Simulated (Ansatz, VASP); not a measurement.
Pt: VASP beside Ansatz

```
Pt
1.0
     1.48770    0.85892    7.18995
    -1.48770    0.85892    7.18995
     0.00000   -1.71784    7.18995
Pt
3
Direct
  0.00000 0.00000 0.00000
  0.22222 0.22222 0.22222
  0.77778 0.77778 0.77778
```

Alike in both runs: task relaxation of cell and atoms; functional PBEsol; k mesh 6 × 6 × 6; occupations gaussian, width 0.1 eV; no spin polarisation.

```csv
,VASP,Ansatz
version,VASP 6.6.1,Ansatz 0.2.0
potentials or method,"VASP PAW PBE potentials, release 64 (Pt), cutoff 600 eV","scalar-relativistic, plane waves, PAW"
valence electrons in the cell,30,54
```

```csv
,VASP,Ansatz,Ansatz less VASP
"gap on the k mesh at the Fermi level, each at its own relaxed structure (eV)",none,none,-
relaxed volume (Å³/atom),15.02,15.04,+0.020
relaxed length of the cell vector where the two differ most in proportion (Å),7.145,7.149,+0.0043
```

VASP's potentials were made for PBE, not for PBEsol. A gap of «none» marks a metal or a gap that the smearing closes. VASP's potentials hold 30 valence electrons a cell and Ansatz's 54, so a difference there can come from the potentials and not from the codes.

The k mesh is coarse, so the values compare programs but aren't converged. Neither program's run includes spin-orbit coupling. Noted on VASP's run: the volume moved by over 15 % at a fixed basis, so the end points are rough.
